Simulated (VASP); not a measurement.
The system is LiCl.

```
Cl Li
1.0
     0.00000    2.54756    2.54756
     2.54756    0.00000    2.54756
     2.54756    2.54756    0.00000
Cl Li
1 1
Cartesian
  2.5476 2.5476 2.5476
  0.0000 0.0000 0.0000
```

Base run:

- Program: VASP 6.6.1
- Functional: r2SCAN
- Potentials or basis: VASP PAW PBE potentials, release 64 (Cl, Li_sv)
- Cutoff: 520 eV
- k mesh: 9 × 9 × 9
- Occupations: fermi-dirac, width 0.05 eV
- Spin: no spin polarisation

Its results: band gap on the k mesh 7.43 eV, direct.

**Question.** The run is repeated on the same cell with these changes: functional from r2SCAN to PBE. What comes out?

**Answer.** Band gap on the k mesh 6.46 eV, direct.

r2SCAN gives the wider gap, since meta-GGAs in the generalised Kohn-Sham scheme recover part of the derivative discontinuity.

A k mesh can miss the band edges.
